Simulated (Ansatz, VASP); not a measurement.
**In2Te2O in VASP and in Ansatz**

INCAR

```
SYSTEM = In2Te2O
ALGO = Normal
EDIFF = 1E-7
EDIFFG = -0.04
ENCUT = 600
GGA = PE
IBRION = 2
ISIF = 3
ISMEAR = 0
LASPH = .TRUE.
LCHARG = .FALSE.
LREAL = .FALSE.
LWAVE = .FALSE.
NELM = 60
NSW = 90
PREC = Accurate
SIGMA = 0.1
```

The input KPOINTS:

```
k-points
0
G
  6 6 4
  0 0 0
```

The input POSCAR:

```
In2Te2O
1.0
    4.8926422200      0.0000000000      0.0000000000
   -2.4463211100      4.2371524500      0.0000000000
    0.0000000000      0.0000000000      6.8353143600
In Te O
2 2 1
Direct
    0.3333333300      0.6666666700      0.5000000000
    0.6666666700      0.3333333300      0.5000000000
    0.3333333300      0.6666666700      0.0000000000
    0.6666666700      0.3333333300      0.0000000000
    0.0000000000      0.0000000000      0.0000000000
```

Input for Ansatz:

```yaml
crystal:
  lattice:
    - [4.89264222, 0.0, 0.0]
    - [-2.44632111, 4.23715245, 0.0]
    - [0.0, 0.0, 6.83531436]
  atoms:
    - { symbol: In, position: [0.33333333, 0.66666667, 0.5] }
    - { symbol: In, position: [0.66666667, 0.33333333, 0.5] }
    - { symbol: Te, position: [0.33333333, 0.66666667, 0.0] }
    - { symbol: Te, position: [0.66666667, 0.33333333, 0.0] }
    - { symbol: O, position: [0.0, 0.0, 0.0] }
basis:
  ecutwfc: 420
kpoints:
  mp_grid: { grid: [6, 6, 4] }
hamiltonian:
  xc: pbe
scf:
  occupations: { method: gaussian, width: 0.1 }
  lower_state_search: "off"
output:
  forces: true
  stress: true
  eigenvalues: true
relax:
  adjacent_minimum: "off"
  f_tol: 0.04
  max_steps: 70
  cell: { stress_tol: 0.4 }
```

Alike in both runs: task relaxation of cell and atoms; functional PBE; k mesh 6 × 6 × 4; occupations gaussian, width 0.1 eV; no spin polarisation.

|  | VASP | Ansatz |
| --- | --- | --- |
| version | VASP 6.6.1 | Ansatz 0.2.0 |
| potentials or method | VASP PAW PBE potentials, release 64 (In_d, Te, O), cutoff 600 eV | scalar-relativistic, plane waves, PAW |
| valence electrons in the cell | 44 | 64 |

Ansatz gave:

| Property | Result |
| --- | --- |
| gap on the k mesh at the Fermi level, each at its own relaxed structure (eV) | none |
| relaxed volume (Å³/atom) | 27.81 |
| relaxed cell length with the largest relative difference (Å) | 6.519 |

Q: Which values does VASP return?

A: gap on the k mesh at the Fermi level, each at its own relaxed structure (eV): none; relaxed volume (Å³/atom): 27.74; relaxed cell length with the largest relative difference (Å): 6.509.

A gap of «none» marks a metal or a gap that the smearing closes. VASP's potentials hold 44 valence electrons a cell and Ansatz's 64, so a difference there can come from the potentials and not from the codes.

Neither program's run includes spin-orbit coupling.
